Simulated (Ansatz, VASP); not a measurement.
# Two plane-wave programs on SnO2

File INCAR:

```
ALGO = Normal
EDIFF = 1E-7
ENCUT = 520
ISIF = 2
ISMEAR = 1
LASPH = T
LCHARG = T
LELF = T
LREAL = F
LVHAR = T
LWAVE = F
NBANDS = 35
NELM = 60
PREC = Accurate
SIGMA = 0.01
```

Contents of KPOINTS:

```
k-points
0
Gamma
  4 4 6
```

POSCAR

```
SnO2
1.0
    4.7880040000      0.0000000000      0.0000000000
    0.0000000000      4.8665820000      0.0000000000
    0.0000000000      0.0000000000      3.2408980000
Sn O
2 4
Direct
    0.5000000000      0.5000000000      0.5000000000
    0.0000000000      0.0000000000      0.0000000000
    0.2918550000      0.3210420000      0.0000000000
    0.7918550000      0.1789580000      0.5000000000
    0.2081450000      0.8210420000      0.5000000000
    0.7081450000      0.6789580000      0.0000000000
```

Input for Ansatz:

```yaml
crystal:
  lattice:
    - [4.788004, 0.0, 0.0]
    - [0.0, 4.866582, 0.0]
    - [0.0, 0.0, 3.240898]
  atoms:
    - { symbol: Sn, position: [0.5, 0.5, 0.5] }
    - { symbol: Sn, position: [0.0, 0.0, 0.0] }
    - { symbol: O, position: [0.291855, 0.321042, 0.0] }
    - { symbol: O, position: [0.791855, 0.178958, 0.5] }
    - { symbol: O, position: [0.208145, 0.821042, 0.5] }
    - { symbol: O, position: [0.708145, 0.678958, 0.0] }
basis:
  ecutwfc: 460.0
  fft_grid_basis: typed
kpoints:
  mp_grid:
    grid: [4, 4, 6]
hamiltonian:
  xc: lda
scf:
  max_iter: 200
  self_checks: high
  occupations:
    method: cold
    width: 0.01
output:
  write_density: true
```

Alike in both runs: task single point; functional LDA; k mesh 4 × 4 × 6; no spin polarisation.

|  | VASP | Ansatz |
| --- | --- | --- |
| version | VASP 6.6.1 | Ansatz 0.2.0 |
| potentials or method | VASP PAW LDA potentials, release 64 (Sn_d, O), cutoff 520 eV | plane waves, PAW |
| occupations | methfessel-paxton of order 1, width 0.01 eV | cold, width 0.01 eV |
| valence electrons in the cell | 52 | 52 |

```csv
,VASP,Ansatz,Ansatz less VASP
gap on the k mesh at the Fermi level (eV),0.70,0.68,-0.021
```

LDA's correlation is that of Perdew and Zunger in VASP and of Perdew and Wang (1992) in Ansatz.
